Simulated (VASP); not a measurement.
P, 4 atoms in the cell. The cell holds a slab with vacuum, 4 atoms: a = 3.296 Å, b = 4.439 Å, c = 30.338 Å, α = 90.00°, β = 90.00°, γ = 90.00°. 

```yaml
Program: VASP 6.6.1
Task: single point
Functional: PBE
Dispersion: D3(BJ)
Potentials_or_basis: VASP PAW PBE potentials, release 64 (P)
Cutoff: 400 eV
k_mesh: 10 × 8 × 1
Occupations: gaussian, width 0.02 eV
Spin: no spin polarisation
Dipole_correction: yes
Further_INCAR_settings: ALGO = Normal; EDIFF = 1e-06; NBANDS = 18; NELMDL = -8
```

Potentials or basis: VASP PAW PBE potentials, release 64 (P).

Launch:

```bash
$ cat potpaw_PBE.64/P/POTCAR > POTCAR
$ mpirun -np 1 vasp_std > vasp.out
```

Hardware: 1 thread of Intel Xeon 8259CL (shared host).

Task: Estimate the wall time of this run.

Result: Run time: 2.9 min on 1 thread of Intel Xeon 8259CL, on a shared host, peak memory 0.41 GiB. Counts: scf iterations 25, k points 30.
